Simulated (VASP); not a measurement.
A run of VASP 6.6.1 is set up as follows.

The input POSCAR:

```
Al31N33
1.0
    8.7554440000      0.0000000000      0.0000000000
    0.0000000000      8.7554440000      0.0000000000
    0.0000000000      0.0000000000      8.7554440000
Al N
31 33
Direct
    0.9996550000      0.9998850000      0.0004560000
    0.9971840000      0.9997440000      0.5004810000
    0.9989120000      0.4999780000      0.0004250000
    0.0019570000      0.4995940000      0.5004890000
    0.4996330000      0.9995490000      0.0020630000
    0.4995200000      0.9991350000      0.5005420000
    0.4996810000      0.4996420000      0.9986140000
    0.2494780000      0.2494790000      0.9997590000
    0.2507540000      0.2517540000      0.5047500000
    0.2506810000      0.7499000000      0.0013860000
    0.2498600000      0.7479610000      0.4996000000
    0.7495410000      0.2508210000      0.0020930000
    0.7493070000      0.2489620000      0.5041460000
    0.7497850000      0.7503100000      0.9973680000
    0.7459640000      0.7427170000      0.4976520000
    0.2505330000      0.9986470000      0.2507920000
    0.2495660000      0.0003840000      0.7506270000
    0.2470540000      0.5004740000      0.2500850000
    0.2517610000      0.4963430000      0.7482600000
    0.7484490000      0.9992400000      0.2514410000
    0.7491700000      0.9981550000      0.7497400000
    0.7499970000      0.5091880000      0.2513170000
    0.7500920000      0.4989380000      0.7524600000
    0.9978070000      0.2508950000      0.2506430000
    0.0009520000      0.2490280000      0.7513220000
    0.0030120000      0.7509300000      0.2497680000
    0.9982960000      0.7497660000      0.7494430000
    0.4971630000      0.2501150000      0.2527780000
    0.4954960000      0.2515560000      0.7493430000
    0.5008860000      0.7426800000      0.2546120000
    0.4997900000      0.7461590000      0.7482620000
    0.5670740000      0.5149440000      0.4337280000
    0.1239990000      0.1249680000      0.1263270000
    0.1211680000      0.1216790000      0.6256340000
    0.1222340000      0.6250040000      0.1217640000
    0.1241290000      0.6252530000      0.6271420000
    0.6246380000      0.1266330000      0.1281330000
    0.6244480000      0.1244760000      0.6266750000
    0.6257840000      0.6260090000      0.1196480000
    0.6415050000      0.6353940000      0.6415490000
    0.3750110000      0.3746550000      0.1261110000
    0.3609860000      0.3606440000      0.6395910000
    0.3764160000      0.8759840000      0.1252190000
    0.3742530000      0.8749960000      0.6259350000
    0.8744200000      0.3768500000      0.1256770000
    0.8755660000      0.3740730000      0.6261010000
    0.8743240000      0.8755310000      0.1254430000
    0.8741470000      0.8751640000      0.6238740000
    0.3741140000      0.1248900000      0.3762920000
    0.3748290000      0.1218850000      0.8792030000
    0.3540400000      0.6398320000      0.3572880000
    0.3735420000      0.6248680000      0.8761920000
    0.8721050000      0.1261430000      0.3754600000
    0.8739190000      0.1245220000      0.8764380000
    0.8820600000      0.6263500000      0.3745360000
    0.8770630000      0.6247190000      0.8770190000
    0.1236280000      0.3727550000      0.3751210000
    0.1219490000      0.3745270000      0.8787620000
    0.1225120000      0.8787880000      0.3758610000
    0.1242110000      0.8750630000      0.8758720000
    0.6343270000      0.3762530000      0.3712120000
    0.6251890000      0.3726650000      0.8768160000
    0.6247890000      0.8753910000      0.3752580000
    0.6239880000      0.8767650000      0.8763160000
```

The input INCAR.step1:

```
SYSTEM = Al31N33
PREC = Accurate ; ENCUT = 520
EDIFF = 1E-5 ; ISMEAR = -1
SIGMA = 0.05 ; LREAL = Auto
LASPH = .True. ; NELM = 120
ALGO = Normal ; ISIF = 2
LWAVE = .True. ; NBANDS = 167
GGA = PE ; NELECT = 260.0
ISYM = -1 ; GGA_COMPAT = .False.
```

The input INCAR.step2:

```
SYSTEM = Al31N33
PREC = Accurate ; ENCUT = 520
EDIFF = 1E-6 ; ISMEAR = -1
SIGMA = 0.05 ; LREAL = Auto
LASPH = .True. ; NELM = 120
ALGO = Normal ; ISIF = 2
LWAVE = .False. ; LCHARG = .True.
GGA = PE ; LHFCALC = .True.
HFSCREEN = 0.2079 ; PRECFOCK = Fast
LELF = .True. ; LVHAR = .True.
NBANDS = 167 ; ISTART = 1
NELECT = 260.0 ; ISYM = -1
GGA_COMPAT = .False.
```

The input KPOINTS:

```
explicit points
1
Reciprocal
  0.25000000   0.25000000   0.25000000 1
```

Potentials or basis: VASP PAW PBE potentials, release 64 (Al, N).

Run with:

```sh
$ cat potpaw_PBE.64/Al/POTCAR potpaw_PBE.64/N/POTCAR > POTCAR
$ cp INCAR.step1 INCAR
$ mpirun -np 1 vasp_std > vasp.out
$ cp INCAR.step2 INCAR
$ mpirun -np 1 vasp_std > vasp.out
```

Problem. What does it give for the largest force?

Solution. 0.255 eV/Å.

Forces on the atoms (eV/Å):
```
Al   0.008 -0.008  0.007
Al   0.042 -0.028  0.021
Al   0.030  0.040 -0.004
Al   0.031  0.012  0.034
Al  -0.021 -0.031 -0.012
Al  -0.035 -0.041  0.041
Al  -0.024  0.005  0.000
Al   0.014  0.012  0.004
Al   0.064  0.077  0.082
Al   0.013 -0.019  0.021
Al   0.089 -0.093 -0.145
Al  -0.016  0.004 -0.013
Al   0.012  0.019  0.078
Al  -0.008  0.005 -0.020
Al  -0.033 -0.016  0.201
Al   0.002 -0.036  0.018
Al   0.014 -0.013 -0.017
Al   0.112  0.169  0.109
Al   0.067 -0.056 -0.070
Al   0.007 -0.017 -0.017
Al  -0.020 -0.033 -0.009
Al  -0.008 -0.041  0.005
Al  -0.084  0.139 -0.100
Al   0.041  0.005  0.008
Al   0.016  0.011 -0.016
Al   0.045  0.005  0.006
Al   0.002 -0.020 -0.018
Al  -0.075  0.018 -0.023
Al  -0.083  0.075 -0.063
Al  -0.224 -0.013  0.044
Al   0.111 -0.062 -0.070
N    0.196 -0.134 -0.076
N   -0.018  0.000 -0.013
N   -0.039 -0.013  0.015
N   -0.072 -0.012 -0.048
N   -0.043  0.000  0.000
N    0.013  0.015  0.033
N    0.028 -0.009 -0.055
N    0.037 -0.019  0.060
N    0.105  0.008 -0.001
N    0.008 -0.038 -0.026
N   -0.144 -0.160  0.136
N   -0.005  0.077 -0.066
N   -0.006  0.029  0.010
N   -0.006 -0.026  0.007
N    0.014 -0.037 -0.008
N   -0.006  0.011  0.003
N    0.055  0.074  0.006
N    0.059 -0.004 -0.029
N   -0.012 -0.009  0.021
N   -0.099  0.053 -0.113
N    0.010  0.001  0.020
N   -0.036  0.017 -0.007
N    0.002  0.003  0.011
N   -0.087 -0.012 -0.035
N    0.023 -0.011  0.058
N   -0.063 -0.018 -0.026
N   -0.040 -0.035  0.031
N   -0.072  0.062 -0.012
N   -0.014  0.019  0.006
N    0.040  0.067 -0.062
N    0.025 -0.006  0.040
N    0.037 -0.022 -0.025
N    0.021  0.056  0.061
```

Caveat: the cell carries a net charge on a neutralising background, which shifts energy and pressure; the PAW data sets were made with another functional, which shifts forces and pressure a little.
